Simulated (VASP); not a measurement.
# NbAs (I4_1md) in VASP: further runs

The runs below take NbAs through single point, with r2SCAN.

All numbers are computed with VASP 6.6.1; they aren't measurements. Logs are shortened: lines on timing, memory, paths and dates and some standing lists are left out, and cuts for length are marked.

### Step 1. The cell of the first run

The structure is tetragonal, space group I4_1md (No. 109). The conventional cell has a = 3.508 Å, b = 3.508 Å, c = 11.872 Å, α = 90.00°, β = 90.00°, γ = 90.00°. Nb (site symmetry 2mm) has 6 As at 2.64 to 2.67 Å and 8 Nb at 3.45 to 3.51 Å within 3.6 Å. Within 3.6 Å of As (site symmetry 2mm) lie 6 Nb at 2.64 to 2.67 Å and 8 As at 3.45 to 3.51 Å.

### Step 2. Single point, r2SCAN

File POSCAR:

```
NbAs
1.0
   -1.7541476524      1.7541476524      5.9357547238
    1.7541476524     -1.7541476524      5.9357547238
    1.7541476524      1.7541476524     -5.9357547238
Nb As
2 2
Direct
    0.0000000000      0.0000000000      0.0000000000
    0.7500000000      0.2500000000      0.5000000000
    0.4160000000      0.4160000000      0.0000000000
    0.1660000000      0.6660000000      0.5000000000
```

File INCAR.step1:

```
SYSTEM = NbAs
  ALGO = Normal
  EDIFF = 1E-4
  ENCUT = 520
  GGA = PE
  ISMEAR = 1
  LASPH = .TRUE.
  LCHARG = .FALSE.
  LREAL = .FALSE.
  LWAVE = .TRUE.
  NBANDS = 26
  NELM = 60
  PREC = Accurate
  SIGMA = 0.1
```

File INCAR.step2:

```
SYSTEM = NbAs
  ALGO = Normal
  EDIFF = 1E-6
  ENCUT = 520
  ISIF = 2
  ISMEAR = 1
  ISTART = 1
  LASPH = .TRUE.
  LCHARG = .FALSE.
  LMIXTAU = .TRUE.
  LREAL = .FALSE.
  LWAVE = .FALSE.
  METAGGA = R2SCAN
  NBANDS = 26
  NELM = 60
  PREC = Accurate
  SIGMA = 0.1
```

File KPOINTS:

```
k-points
0
G
  11 11 11
  0 0 0
```

Potentials or basis: VASP PAW PBE potentials, release 64 (Nb_sv, As).

Started as:

```sh
> cat potpaw_PBE.64/Nb_sv/POTCAR potpaw_PBE.64/As/POTCAR > POTCAR
> cp INCAR.step1 INCAR
> mpirun -np 1 vasp_std > vasp.out
> cp INCAR.step2 INCAR
> mpirun -np 1 vasp_std > vasp.out
```

OUTCAR:

```text
SYSTEM = NbAs
   EDIFF = 1E-6
   ENCUT = 520
   ISIF = 2
   ISMEAR = 1
   ISTART = 1
   LASPH = .TRUE.
   LREAL = .FALSE.
   METAGGA = R2SCAN
   NELM = 60
   PREC = Accurate

 ion  position               nearest neighbor table
   1  0.000  0.000  0.000-   4 2.64   4 2.64   3 2.67   3 2.67   3 2.67   3 2.67
   2  0.750  0.250  0.500-   3 2.64   3 2.64   4 2.67   4 2.67   4 2.67   4 2.67
   3  0.416  0.416  0.000-   2 2.64   2 2.64   1 2.67   1 2.67   1 2.67   1 2.67
   4  0.166  0.666  0.500-   1 2.64   1 2.64   2 2.67   2 2.67   2 2.67   2 2.67

  LATTYP: Found a body centered tetragonal cell.
 ALAT       =     3.5082953048
 C/A-ratio  =     3.3838398470

  Lattice vectors:

 A1 = (  -1.7541476524,   1.7541476524,   5.9357547238)
 A2 = (   1.7541476524,  -1.7541476524,   5.9357547238)
 A3 = (   1.7541476524,   1.7541476524,  -5.9357547238)

Analysis of symmetry for initial positions (statically):
=====================================================================
 Subroutine PRICEL returns:
 Original cell was already a primitive cell.

 Routine SETGRP: Setting up the symmetry group for a
 body centered tetragonal supercell.

 Subroutine GETGRP returns: Found  8 space group operations
 (whereof  4 operations were pure point group operations)
 out of a pool of 16 trial point group operations.

The static configuration has the point symmetry C_2v.
 The point group associated with its full space group is C_4v.

Analysis of symmetry for dynamics (positions and initial velocities):
=====================================================================
 Subroutine PRICEL returns:
 Original cell was already a primitive cell.

 Routine SETGRP: Setting up the symmetry group for a
 body centered tetragonal supercell.

 Subroutine GETGRP returns: Found  8 space group operations
 (whereof  4 operations were pure point group operations)
 out of a pool of 16 trial point group operations.

The dynamic configuration has the point symmetry C_2v.
 The point group associated with its full space group is C_4v.

 Subroutine INISYM returns: Found  8 space group operations
 (whereof  4 operations are pure point group operations),
 and found     1 'primitive' translations

----------------------------------------------------------------------------------------

                                     Primitive cell

  volume of cell :      73.0581

  direct lattice vectors                    reciprocal lattice vectors
    -1.754147652  1.754147652  5.935754724     0.000000000  0.285038719  0.084235287
     1.754147652 -1.754147652  5.935754724     0.285038719  0.000000000  0.084235287
     1.754147652  1.754147652 -5.935754724     0.285038719  0.285038719  0.000000000

  length of vectors
     6.433292479  6.433292479  6.433292479     0.297224923  0.297224923  0.403105622

  position of ions in fractional coordinates (direct lattice)
     0.000000000  0.000000000  0.000000000
     0.750000000  0.250000000  0.500000000
     0.416000000  0.416000000  0.000000000
     0.166000000  0.666000000  0.500000000

  ion indices of the primitive-cell ions
   primitive index   ion index
                 1           1
                 2           2
                 3           3
                 4           4

----------------------------------------------------------------------------------------

 KPOINTS: k-points

Automatic generation of k-mesh.
 Grid dimensions read from file:
 generate k-points for:   11   11   11

 Generating k-lattice:

  Cartesian coordinates                     Fractional coordinates (reciprocal lattice)
     0.000000000  0.025912611  0.007657753     0.090909091 -0.000000000  0.000000000
     0.025912611  0.000000000  0.007657753    -0.000000000  0.090909091  0.000000000
     0.025912611  0.025912611  0.000000000     0.000000000  0.000000000  0.090909091

  Length of vectors
     0.027020448  0.027020448  0.036645966

  Shift w.r.t. Gamma in fractional coordinates (k-lattice)
     0.000000000  0.000000000  0.000000000

 Subroutine IBZKPT returns following result:
 ===========================================

 Found    126 irreducible k-points:

 Following reciprocal coordinates:
            Coordinates               Weight
  0.000000  0.000000  0.000000      1.000000
  0.090909  0.000000  0.000000      8.000000
  0.181818  0.000000  0.000000      8.000000
  0.272727  0.000000  0.000000      8.000000
  0.363636  0.000000 -0.000000      8.000000
  0.454545  0.000000  0.000000      8.000000
[... 16 lines left out ...]
 -0.272727  0.181818  0.000000     16.000000
 -0.181818  0.181818  0.000000      4.000000
 [... further k-points ...]
   k-points           NKPTS =    126   k-points in BZ     NKDIM =    126   number of bands    NBANDS=     26
   number of dos      NEDOS =    301   number of ions     NIONS =      4
   total plane-waves  NPLWV = 110592
   dimension x,y,z NGX =    48 NGY =   48 NGZ =   48
   dimension x,y,z NGXF=    96 NGYF=   96 NGZF=   96
   ions per type =               2   2
   NGX,Y,Z   is equivalent  to a cutoff of  12.40, 12.40, 12.40 a.u.
   NGXF,Y,Z  is equivalent  to a cutoff of  24.81, 24.81, 24.81 a.u.
 SYSTEM =  NbAs
   PREC   = accura    normal or accurate (medium, high low for compatibility)
   ISTART =      1    job   : 0-new  1-cont  2-samecut
   ICHARG =      0    charge: 1-file 2-atom 10-const
   ISPIN  =      1    spin polarized calculation?
   LNONCOLLINEAR =      F non collinear calculations
   LSORBIT =      F    spin-orbit coupling
   LASPH  =      T    aspherical Exc in radial PAW
   ENCUT  =  520.0 eV  38.22 Ry    6.18 a.u.  11.96 11.96 11.96*2*pi/ulx,y,z
   NELM   =     60;   NELMIN=  2; NELMDL=  0     # of ELM steps
   EDIFF  = 0.1E-05   stopping-criterion for ELM
   LREAL  =      F    real-space projection
[... 7 lines left out ...]
   TEBEG  =    0.0;   TEEND  =   0.0 temperature during run
   PSTRESS=    0.0 pullay stress
   NELECT =      36.0000    total number of electrons
   NUPDOWN=      -1.0000    fix difference up-down
   EMIN   =  10.00;   EMAX   =-10.00  energy-range for DOS
   EFERMI =   0.00;   METHOD = LEGACY
   ISMEAR =     1;   SIGMA  =   0.10  broadening in eV -4-tet -1-fermi 0-gaus
   EFERMI_NEDOS =   21; number of points for ismear=-14 and -15
   IALGO  =     38    algorithm
   IMIX   =      4    mixing-type and parameters
     AMIX     =   0.40;   BMIX     =  1.00
     AMIX_MAG =   1.60;   BMIX_MAG =  1.00
  volume/ion in A,a.u.               =      18.26       123.26
  Fermi-wavevector in a.u.,A,eV,Ry     =   1.293063  2.443534 22.749093  1.672011
  Thomas-Fermi vector in A             =   2.424732
   LORBIT       =      0    0 simple, 1 ext, 2 COOP (PROOUT), +10 PAW based schemes
   METAGGA = R2SCAN    functional components
   LHFCALC =     F    Hartree Fock is set to
   AEXX    =    0.0000 exact exchange contribution
   IVDW    =     0    specifies the selected vdW correction
   LEPSILON=     F    determine dielectric tensor
   LRPA    =     F    only Hartree local field effects (RPA)
 non-spin polarized calculation
 Methfessel and Paxton  Order N= 1 SIGMA  =   0.10
  energy-cutoff  :      520.00
  volume of cell :       73.06
 maximum number of plane-waves:      2018
   NGX = 23   NGY = 23   NGZ = 23

 number of electron      36.0000001 magnetization

 Free energy of the ion-electron system (eV)
  ---------------------------------------------------
  ext. energy  EPLUGINS =         0.00000000
  ---------------------------------------------------
  free energy    TOTEN  =       -82.20721231 eV

  energy without entropy =      -82.20702793  energy(sigma->0) =      -82.20715085

 E-fermi :   9.0332     XC(G=0): -12.3832

 val. band max:        9.0206359899   @ k =  -0.0909   0.4545   0.0909
 cond. band min:       9.0491798277   @ k =  -0.0909  -0.4545   0.0909
 fundamental gap:      0.0285438378
 Fermi energy:         9.0331971323

 k-point     1 :       0.0000    0.0000    0.0000
  band No.  band energies     occupation
      1     -48.1242      2.00000
      2     -48.0993      2.00000
      3     -23.5845      2.00000
      4     -23.5046      2.00000
      5     -23.5046      2.00000
      6     -23.3542      2.00000
[... 18 lines left out ...]
     25      12.9176      0.00000
     26      12.9176      0.00000

 k-point     2 :       0.0909    0.0000    0.0000
  band No.  band energies     occupation
      1     -48.1230      2.00000
      2     -48.0988      2.00000
      3     -23.5798      2.00000
      4     -23.5183      2.00000
      5     -23.5033      2.00000
      6     -23.3684      2.00000
[... 18 lines left out ...]
     25      13.0305      0.00000
     26      13.2386      0.00000

 k-point     3 :       0.1818    0.0000    0.0000
  band No.  band energies     occupation
      1     -48.1198      2.00000
      2     -48.0978      2.00000
      3     -23.5786      2.00000
      4     -23.5430      2.00000
      5     -23.4998      2.00000
      6     -23.4041      2.00000
[... 18 lines left out ...]
     25      13.2831      0.00000
     26      13.9594      0.00000

 k-point     4 :       0.2727    0.0000    0.0000
  band No.  band energies     occupation
      1     -48.1153      2.00000
      2     -48.0965      2.00000
      3     -23.6196      2.00000
      4     -23.5327      2.00000
      5     -23.4951      2.00000
      6     -23.4467      2.00000
[... 18 lines left out ...]
     25      13.3348      0.00000
     26      14.6545      0.00000

 k-point     5 :       0.3636    0.0000   -0.0000
  band No.  band energies     occupation
      1     -48.1109      2.00000
      2     -48.0957      2.00000
      3     -23.6654      2.00000
      4     -23.5249      2.00000
      5     -23.4908      2.00000
      6     -23.4711      2.00000
[... 18 lines left out ...]
     25      13.3381      0.00000
     26      15.0049      0.00000

 k-point     6 :       0.4545    0.0000    0.0000
  band No.  band energies     occupation
      1     -48.1080      2.00000
      2     -48.0954      2.00000
      3     -23.6930      2.00000
      4     -23.5356      2.00000
      5     -23.4882      2.00000
      6     -23.4664      2.00000
[... 427 lines left out ...]
 k-point    21 :      -0.4545    0.1818   -0.0000
  band No.  band energies     occupation
      1     -48.1046      2.00000
      2     -48.0930      2.00000
      3     -23.6835      2.00000
      4     -23.5469      2.00000
      5     -23.5189      2.00000
      6     -23.4595      2.00000
[... 18 lines left out ...]
     25      13.1225      0.00000
     26      14.9179      0.00000

 k-point    22 :      -0.3636    0.1818    0.0000
  band No.  band energies     occupation
      1     -48.1078      2.00000
      2     -48.0928      2.00000
      3     -23.6562      2.00000
      4     -23.5494      2.00000
      5     -23.5078      2.00000
      6     -23.4685      2.00000
[... 18 lines left out ...]
     25      13.1785      0.00000
     26      14.8558      0.00000

 k-point    23 :      -0.2727    0.1818    0.0000
  band No.  band energies     occupation
      1     -48.1121      2.00000
      2     -48.0938      2.00000
      3     -23.6112      2.00000
      4     -23.5565      2.00000
      5     -23.5147      2.00000
      6     -23.4422      2.00000
[... 18 lines left out ...]
     25      13.1264      0.00000
     26      14.4828      0.00000

 k-point    24 :      -0.1818    0.1818    0.0000
  band No.  band energies     occupation
      1     -48.1162      2.00000
      2     -48.0953      2.00000
      3     -23.5739      2.00000
      4     -23.5567      2.00000
      5     -23.5250      2.00000
      6     -23.4037      2.00000
[... 18 lines left out ...]
     25      12.7005      0.00000
     26      14.1453      0.00000

 [... further k-points ...]

------------------------ aborting loop because EDIFF is reached ----------------------------------------

  FORCE on cell =-STRESS in cart. coord.  units (eV):
  Direction    XX          YY          ZZ          XY          YZ          ZX
  --------------------------------------------------------------------------------------
  -------------------------------------------------------------------------------------
  Total       -3.1510165     -3.1510165     -2.0684421      0.0000000      0.0000000      0.0000000
  in kB      -69.1023845    -69.1023845    -45.3613247      0.0000000      0.0000000      0.0000000
  external PRESSURE =     -61.1886979 kB  Pullay stress =       0.0000000 kB

 VOLUME and BASIS-vectors are now :
 -----------------------------------------------------------------------------
  energy-cutoff  :      520.00
  volume of cell :       73.06
      direct lattice vectors                 reciprocal lattice vectors
    -1.754147652  1.754147652  5.935754724     0.000000000  0.285038719  0.084235287
     1.754147652 -1.754147652  5.935754724     0.285038719  0.000000000  0.084235287
     1.754147652  1.754147652 -5.935754724     0.285038719  0.285038719  0.000000000

 POSITION                                       TOTAL-FORCE (eV/Angst)
 -----------------------------------------------------------------------------------
      0.00000      0.00000      0.00000         0.000000      0.000000     -0.223422
      0.00000      1.75415      2.96788        -0.000000     -0.000000     -0.223422
      0.00000      0.00000      4.93855        -0.000000     -0.000000      0.223422
      1.75415      0.00000      1.97067         0.000000      0.000000      0.223422
 -----------------------------------------------------------------------------------
    total drift:                               -0.000000     -0.000000     -0.000411

  FREE ENERGIE OF THE ION-ELECTRON SYSTEM (eV)
  ---------------------------------------------------
  free  energy   TOTEN  =       -82.2072123144 eV

  energy  without entropy=      -82.2070279262  energy(sigma->0) =      -82.20715085
```

Wall time 15 min (1 thread of Intel Xeon 6975P-C (Granite Rapids), shared host); peak memory 0.49 GiB.

What came out:

```
Free energy            : -82.2072 eV
Pressure               : -6.1 GPa
Largest force          : 0.223 eV/Å
Band gap on the k mesh : zero (bands 18 and 19 overlap by 0.03 eV)
```

Forces in eV/Å, atoms in the order of the input:
```
Nb   0.000  0.000 -0.223
Nb   0.000  0.000 -0.223
As   0.000  0.000  0.223
As   0.000  0.000  0.223
```

Caveat: the cell stands under tension; the PAW data sets were made with another functional, which shifts forces and pressure a little.

### Step 3. Single point, r2SCAN

This run uses another cell than the first one, of 18.70 Å³/atom.

File POSCAR:

```
NbAs
1.0
   -1.7679604074      1.7679604074      5.9824948744
    1.7679604074     -1.7679604074      5.9824948744
    1.7679604074      1.7679604074     -5.9824948744
Nb As
2 2
Direct
    0.0000000000      0.0000000000      0.0000000000
    0.7500000000      0.2500000000      0.5000000000
    0.4160000000      0.4160000000      0.0000000000
    0.1660000000      0.6660000000      0.5000000000
```

File INCAR.step1:

```
PREC = Accurate ; ENCUT = 520
ISMEAR = 1 ; SIGMA = 0.1
LREAL = F ; LASPH = T
NELM = 100 ; NBANDS = 26
GGA = PE ; ALGO = Normal
EDIFF = 1E-4 ; LWAVE = T
LCHARG = F
```

File INCAR.step2:

```
PREC = Accurate ; ENCUT = 520
EDIFF = 1E-7 ; ISMEAR = 1
SIGMA = 0.1 ; LREAL = F
LASPH = T ; NELM = 100
ALGO = Normal ; ISIF = 2
LWAVE = F ; LCHARG = T
METAGGA = R2SCAN ; LMIXTAU = T
LELF = T ; LVHAR = T
NBANDS = 26 ; ISTART = 1
```

File KPOINTS:

```
Automatic mesh
0
Gamma
  11 11 11
```

Potentials or basis: VASP PAW PBE potentials, release 64 (Nb_sv, As).

Started as:

```sh
> cat potpaw_PBE.64/Nb_sv/POTCAR potpaw_PBE.64/As/POTCAR > POTCAR
> cp INCAR.step1 INCAR
> mpirun -np 1 vasp_std > vasp.out
> cp INCAR.step2 INCAR
> mpirun -np 1 vasp_std > vasp.out
```

It took 18 min on 1 thread of Intel Xeon 6975P-C (Granite Rapids), shared host; peak memory 0.5 GiB.

Results (log left out):

```yaml
Free_energy: -82.1232 eV
Pressure: -9.4 GPa
Largest_force: 0.197 eV/Å
Band_gap_on_the_k_mesh: zero (bands 18 and 19 overlap by 0.03 eV)
```

Forces on the atoms (eV/Å):
```
Nb   0.000  0.000 -0.197
Nb   0.000  0.000 -0.197
As   0.000  0.000  0.197
As   0.000  0.000  0.197
```

Stress tensor (GPa, compression positive):
```
-10.26   0.00   0.00
  0.00 -10.26   0.00
  0.00   0.00  -7.56
```

Levels at points of the mesh, in eV from the Fermi level:
| k point | band 14 | band 15 | band 16 | band 17 | band 18 | band 19 | band 20 | band 21 | band 22 | band 23 |
| --- | --- | --- | --- | --- | --- | --- | --- | --- | --- | --- |
| (0.00, 0.00, 0.00) | -2.34 | -1.92 | -1.59 | -1.48 | -1.48 | 0.67 | 1.21 | 2.29 | 2.80 | 2.80 |

Caveat: the cell stands under tension; the PAW data sets were made with another functional, which shifts forces and pressure a little.

The gap in the log of VASP goes by the Fermi energy; the results here count the filled bands.